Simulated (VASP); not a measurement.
# BaTiO3 (P4mm) in VASP: further runs, part 2 of 2

VASP 6.6.1.

**4. Single point, PBE (volume scaled by 1.020)**

File INCAR:

```
SYSTEM = BaTiO3
ALGO = Normal ; EDIFF = 1E-6
ENCUT = 520 ; GGA = PE
ISIF = 2 ; ISMEAR = 0
LASPH = .TRUE. ; LCHARG = .FALSE.
LREAL = .FALSE. ; LWAVE = .FALSE.
NBANDS = 28 ; NELM = 100
PREC = Accurate ; SIGMA = 0.05
```

File KPOINTS:

```
k-points
0
G
  8 8 8
  0 0 0
```

File POSCAR:

```
BaTiO3
1.0
    3.9859842328      0.0000000000      0.0000000000
    0.0000000000      3.9859842328      0.0000000000
    0.0000000000      0.0000000000      4.2845742641
Ba Ti O
1 1 3
Direct
    0.0000000000      0.0000000000     -0.0166880462
    0.5000000000      0.5000000000      0.4677168527
    0.5000000000      0.5000000000      0.0474668142
    0.5000000000      0.0000000000      0.5222521896
    0.0000000000      0.5000000000      0.5222521896
```

Potentials or basis: VASP PAW PBE potentials, release 64 (Ba_sv, Ti_sv, O).

The run is started by

```console
$ cat potpaw_PBE.64/Ba_sv/POTCAR potpaw_PBE.64/Ti_sv/POTCAR potpaw_PBE.64/O/POTCAR > POTCAR
$ mpirun -np 1 vasp_std > vasp.out
```

OUTCAR:

```text
SYSTEM = BaTiO3
   EDIFF = 1E-6
   ENCUT = 520
   GGA = PE
   ISIF = 2
   ISMEAR = 0
   LASPH = .TRUE.
   LREAL = .FALSE.
   NELM = 100
   PREC = Accurate

 ion  position               nearest neighbor table
   1  0.000  0.000  0.983-   4 2.81   5 2.81   5 2.81   4 2.81   3 2.83   3 2.83   3 2.83   3 2.83
                             4 3.05   5 3.05   5 3.05   4 3.05   2 3.50   2 3.50   2 3.50   2 3.50
   2  0.500  0.500  0.468-   3 1.80   4 2.01   5 2.01   4 2.01   5 2.01   1 3.50   1 3.50   1 3.50
                             1 3.50   1 3.58   1 3.58   1 3.58   1 3.58
   3  0.500  0.500  0.047-   2 1.80   1 2.83   1 2.83   1 2.83   1 2.83
   4  0.500  0.000  0.522-   2 2.01   2 2.01   1 2.81   1 2.81   1 3.05   1 3.05
   5  0.000  0.500  0.522-   2 2.01   2 2.01   1 2.81   1 2.81   1 3.05   1 3.05

  LATTYP: Found a simple tetragonal cell.
 ALAT       =     3.9859842328
 C/A-ratio  =     1.0749099881

  Lattice vectors:

 A1 = (   3.9859842328,   0.0000000000,   0.0000000000)
 A2 = (   0.0000000000,   3.9859842328,   0.0000000000)
 A3 = (   0.0000000000,   0.0000000000,   4.2845742641)

Analysis of symmetry for initial positions (statically):
=====================================================================
 Subroutine PRICEL returns:
 Original cell was already a primitive cell.

 Routine SETGRP: Setting up the symmetry group for a
 simple tetragonal supercell.

 Subroutine GETGRP returns: Found  8 space group operations
 (whereof  8 operations were pure point group operations)
 out of a pool of 16 trial point group operations.

The static configuration has the point symmetry C_4v.

Analysis of symmetry for dynamics (positions and initial velocities):
=====================================================================
 Subroutine PRICEL returns:
 Original cell was already a primitive cell.

 Routine SETGRP: Setting up the symmetry group for a
 simple tetragonal supercell.

 Subroutine GETGRP returns: Found  8 space group operations
 (whereof  8 operations were pure point group operations)
 out of a pool of 16 trial point group operations.

The dynamic configuration has the point symmetry C_4v.

 Subroutine INISYM returns: Found  8 space group operations
 (whereof  8 operations are pure point group operations),
 and found     1 'primitive' translations

----------------------------------------------------------------------------------------

                                     Primitive cell

  volume of cell :      68.0736

  direct lattice vectors                    reciprocal lattice vectors
     3.985984233  0.000000000  0.000000000     0.250879066  0.000000000  0.000000000
     0.000000000  3.985984233  0.000000000     0.000000000  0.250879066  0.000000000
     0.000000000  0.000000000  4.284574264     0.000000000  0.000000000  0.233395418

  length of vectors
     3.985984233  3.985984233  4.284574264     0.250879066  0.250879066  0.233395418

  position of ions in fractional coordinates (direct lattice)
     0.000000000  0.000000000  0.983311954
     0.500000000  0.500000000  0.467716853
     0.500000000  0.500000000  0.047466814
     0.500000000  0.000000000  0.522252190
     0.000000000  0.500000000  0.522252190

  ion indices of the primitive-cell ions
   primitive index   ion index
[... 25 lines left out ...]
     0.000000000  0.000000000  0.000000000

 Subroutine IBZKPT returns following result:
 ===========================================

 Found     75 irreducible k-points:

 Following reciprocal coordinates:
            Coordinates               Weight
  0.000000  0.000000  0.000000      1.000000
  0.125000  0.000000  0.000000      4.000000
  0.250000  0.000000  0.000000      4.000000
  0.375000  0.000000  0.000000      4.000000
  0.500000  0.000000  0.000000      2.000000
  0.125000  0.125000  0.000000      4.000000
[... 16 lines left out ...]
  0.375000  0.125000  0.125000     16.000000
  0.500000  0.125000  0.125000      8.000000
 [... further k-points ...]
   k-points           NKPTS =     75   k-points in BZ     NKDIM =     75   number of bands    NBANDS=     28
   number of dos      NEDOS =    301   number of ions     NIONS =      5
   total plane-waves  NPLWV =  28800
   dimension x,y,z NGX =    30 NGY =   30 NGZ =   32
   dimension x,y,z NGXF=    60 NGYF=   60 NGZF=   64
   ions per type =               1   1   3
   NGX,Y,Z   is equivalent  to a cutoff of  12.51, 12.51, 12.42 a.u.
   NGXF,Y,Z  is equivalent  to a cutoff of  25.02, 25.02, 24.83 a.u.
 SYSTEM =  BaTiO3
   PREC   = accura    normal or accurate (medium, high low for compatibility)
   ISTART =      0    job   : 0-new  1-cont  2-samecut
   ICHARG =      2    charge: 1-file 2-atom 10-const
   ISPIN  =      1    spin polarized calculation?
   LNONCOLLINEAR =      F non collinear calculations
   LSORBIT =      F    spin-orbit coupling
   LASPH  =      T    aspherical Exc in radial PAW
   ENCUT  =  520.0 eV  38.22 Ry    6.18 a.u.   7.41  7.41  7.97*2*pi/ulx,y,z
   NELM   =    100;   NELMIN=  2; NELMDL= -5     # of ELM steps
   EDIFF  = 0.1E-05   stopping-criterion for ELM
   LREAL  =      F    real-space projection
   EDIFFG = 0.1E-04   stopping-criterion for IOM
   NSW    =      0    number of steps for IOM
   IBRION =     -1    ionic relax: 0-MD 1-quasi-New 2-CG
   NFREE  =      0    steps in history (QN), initial steepest desc. (CG)
   ISIF   =      2    stress and relaxation
   ISYM   =      2    0-nonsym 1-usesym 2-fastsym
   POTIM  = 0.5000    time-step for ionic-motion
   TEBEG  =    0.0;   TEEND  =   0.0 temperature during run
   PSTRESS=    0.0 pullay stress
   NELECT =      40.0000    total number of electrons
   NUPDOWN=      -1.0000    fix difference up-down
   EMIN   =  10.00;   EMAX   =-10.00  energy-range for DOS
   EFERMI =   0.00;   METHOD = LEGACY
   ISMEAR =     0;   SIGMA  =   0.05  broadening in eV -4-tet -1-fermi 0-gaus
   EFERMI_NEDOS =   21; number of points for ismear=-14 and -15
   IALGO  =     38    algorithm
   IMIX   =      4    mixing-type and parameters
     AMIX     =   0.40;   BMIX     =  1.00
     AMIX_MAG =   1.60;   BMIX_MAG =  1.00
  volume/ion in A,a.u.               =      13.61        91.88
  Fermi-wavevector in a.u.,A,eV,Ry     =   1.371203  2.591199 25.581658  1.880199
  Thomas-Fermi vector in A             =   2.496921
   LORBIT       =      0    0 simple, 1 ext, 2 COOP (PROOUT), +10 PAW based schemes
   GGA     = PE    functional components
   LHFCALC =     F    Hartree Fock is set to
   AEXX    =    0.0000 exact exchange contribution
   IVDW    =     0    specifies the selected vdW correction
   LEPSILON=     F    determine dielectric tensor
   LRPA    =     F    only Hartree local field effects (RPA)
 non-spin polarized calculation
 Gauss-broadening in eV      SIGMA  =   0.05
  energy-cutoff  :      520.00
  volume of cell :       68.07
 maximum number of plane-waves:      1856
 NGX is ok and might be reduce to    30
   NGX = 15   NGY = 15   NGZ = 15

 number of electron      39.9999984 magnetization

 Free energy of the ion-electron system (eV)
  ---------------------------------------------------
  ext. energy  EPLUGINS =         0.00000000
  ---------------------------------------------------
  free energy    TOTEN  =       -40.04268597 eV

  energy without entropy =      -40.04268597  energy(sigma->0) =      -40.04268597

 E-fermi :   3.9991     XC(G=0): -10.9099

 val. band max:        3.6606675628   @ k =   0.5000   0.5000   0.5000
 cond. band min:       5.4452418328   @ k =   0.0000   0.0000   0.0000
 fundamental gap:      1.7845742700
 Fermi energy:         3.9991156401

 k-point     1 :       0.0000    0.0000    0.0000
  band No.  band energies     occupation
      1     -53.0338      2.00000
      2     -29.3945      2.00000
      3     -29.2236      2.00000
      4     -29.2236      2.00000
      5     -21.6630      2.00000
      6     -13.3733      2.00000
[... 733 lines left out ...]
     27      11.1011      0.00000
     28      11.8264      0.00000

 [... further k-points ...]
[... 5 lines left out ...]
  --------------------------------------------------------------------------------------
  -------------------------------------------------------------------------------------
  Total       -0.0071161     -0.0071161      0.0307938      0.0000000      0.0000000      0.0000000
  in kB       -0.1674844     -0.1674844      0.7247610      0.0000000      0.0000000      0.0000000
  external PRESSURE =       0.1299307 kB  Pullay stress =       0.0000000 kB

 VOLUME and BASIS-vectors are now :
 -----------------------------------------------------------------------------
  energy-cutoff  :      520.00
  volume of cell :       68.07
      direct lattice vectors                 reciprocal lattice vectors
     3.985984233  0.000000000  0.000000000     0.250879066  0.000000000  0.000000000
     0.000000000  3.985984233  0.000000000     0.000000000  0.250879066  0.000000000
     0.000000000  0.000000000  4.284574264     0.000000000  0.000000000  0.233395418

 POSITION                                       TOTAL-FORCE (eV/Angst)
 -----------------------------------------------------------------------------------
      0.00000      0.00000      4.21307        -0.000000      0.000000      0.057858
      1.99299      1.99299      2.00397         0.000000      0.000000      0.091663
      1.99299      1.99299      0.20338         0.000000     -0.000000     -0.087169
      1.99299      0.00000      2.23763         0.000000      0.000000     -0.031176
      0.00000      1.99299      2.23763         0.000000      0.000000     -0.031176
 -----------------------------------------------------------------------------------
    total drift:                                0.000000      0.000000      0.000534

  FREE ENERGIE OF THE ION-ELECTRON SYSTEM (eV)
  ---------------------------------------------------
  free  energy   TOTEN  =       -40.0426859738 eV

  energy  without entropy=      -40.0426859738  energy(sigma->0) =      -40.04268597
```

Run time: 1.9 min. Hardware: 1 thread of Intel Xeon Platinum 8488C (Sapphire Rapids), shared host; peak memory 0.27 GiB.

Results:

| Item | Value |
| --- | --- |
| Free energy | -40.0427 eV |
| Pressure | 0.0 GPa |
| Largest force | 0.092 eV/Å |
| Band gap on the k mesh | 1.78 eV, indirect (least direct gap 2.40 eV) |

Forces on the atoms (eV/Å):
```
Ba   0.000  0.000  0.058
Ti   0.000  0.000  0.092
O    0.000  0.000 -0.087
O    0.000  0.000 -0.031
O    0.000  0.000 -0.031
```

Levels at points of the mesh, in eV from the valence-band top:
| k point | band 18 | band 19 | band 20 | band 21 | band 22 | band 23 |
| --- | --- | --- | --- | --- | --- | --- |
| (0.00, 0.00, 0.00) | -1.16 | -0.62 | -0.62 | 1.78 | 2.56 | 2.56 |
| (0.50, 0.00, 0.00) | -1.78 | -1.72 | -1.52 | 2.60 | 3.36 | 3.48 |
| (0.50, 0.50, 0.00) | -1.20 | -1.20 | -0.05 | 3.53 | 3.53 | 3.84 |
| (0.00, 0.00, 0.50) | -2.00 | -0.74 | -0.74 | 1.89 | 3.39 | 3.39 |
| (0.50, 0.00, 0.50) | -1.28 | -1.16 | -0.64 | 3.40 | 3.42 | 3.60 |
| (0.50, 0.50, 0.50) | -0.60 | -0.60 | 0.00 | 3.84 | 3.84 | 3.99 |

Caveat: spin-orbit coupling is left out, which moves the levels of the heavy elements. A k mesh can miss the band edges.

**5. Single point, PBE (volume scaled by 1.040)**

File INCAR:

```
ALGO = Normal
EDIFF = 1E-6
ENCUT = 520
GGA = PE
ISIF = 2
ISMEAR = 0
LASPH = True
LCHARG = False
LREAL = False
LWAVE = False
NBANDS = 28
NELM = 60
PREC = Accurate
SIGMA = 0.05
```

File KPOINTS:

```
k-points
0
Gamma
  8 8 8
```

File POSCAR:

```
BaTiO3
1.0
    3.9806957364      0.0000000000      0.0000000000
    0.0000000000      3.9806957364      0.0000000000
    0.0000000000      0.0000000000      4.3802008786
Ba Ti O
1 1 3
Direct
    0.0000000000      0.0000000000     -0.0246229441
    0.5000000000      0.5000000000      0.4635499512
    0.5000000000      0.5000000000      0.0546227578
    0.5000000000      0.0000000000      0.5247251176
    0.0000000000      0.5000000000      0.5247251176
```

The run is started by

```console
$ cat potpaw_PBE.64/Ba_sv/POTCAR potpaw_PBE.64/Ti_sv/POTCAR potpaw_PBE.64/O/POTCAR > POTCAR
$ mpirun -np 1 vasp_std > vasp.out
```

Wall time 2.2 min (1 thread of Intel Xeon Platinum 8488C (Sapphire Rapids), shared host); peak memory 0.29 GiB.

The run converged. Its results:

| Property | Result |
| --- | --- |
| Free energy | -40.0325 eV |
| Pressure | -1.1 GPa |
| Largest force | 0.096 eV/Å |
| Band gap on the k mesh | 1.79 eV, indirect (least direct gap 2.45 eV) |

Forces in eV/Å, atoms in the order of the input:
```
Ba   0.000  0.000  0.072
Ti   0.000  0.000  0.096
O    0.000  0.000 -0.091
O    0.000  0.000 -0.039
O    0.000  0.000 -0.039
```

Stress tensor (GPa, compression positive):
```
-1.14  0.00  0.00
 0.00 -1.14  0.00
 0.00  0.00 -1.01
```

Levels at points of the mesh, in eV from the valence-band top:
```
           k point  band 18  band 19  band 20  band 21  band 22  band 23
(0.00, 0.00, 0.00)    -1.39    -0.66    -0.66     1.79     2.70     2.70
(0.50, 0.00, 0.00)    -1.97    -1.73    -1.72     2.71     3.31     3.45
(0.50, 0.50, 0.00)    -1.22    -1.22    -0.04     3.50     3.50     3.59
(0.00, 0.00, 0.50)    -2.02    -0.75    -0.75     1.88     3.36     3.36
(0.50, 0.00, 0.50)    -1.39    -1.24    -0.76     3.37     3.39     3.49
(0.50, 0.50, 0.50)    -0.75    -0.75     0.00     3.74     3.74     3.92
```

Caveat: spin-orbit coupling is left out, which moves the levels of the heavy elements. A k mesh can miss the band edges.

**6. The runs side by side**

```csv
cell,gap on the mesh (eV),pressure (GPa),largest force (eV/Å)
"a = 3.968, b = 3.968, c = 4.068 Å, 5 atoms",1.81,6.2,0.06
"a = 3.978, b = 3.978, c = 4.134 Å, 5 atoms",1.80,3.7,0.07
"a = 3.986, b = 3.986, c = 4.285 Å, 5 atoms",1.78,0.0,0.09
"a = 3.981, b = 3.981, c = 4.380 Å, 5 atoms",1.79,-1.1,0.10
```

Alike in all rows: task single point; level PBE; potentials or basis VASP PAW PBE potentials, release 64 (Ba_sv, Ti_sv, O); no spin polarisation; k mesh 8 × 8 × 8; cutoff (eV) 520; smearing gaussian 0.05 eV.

Caveats: spin-orbit coupling is left out, which moves the levels of the heavy elements.

Total energies depend on the potentials used, so only differences within one code and one set of settings carry meaning.
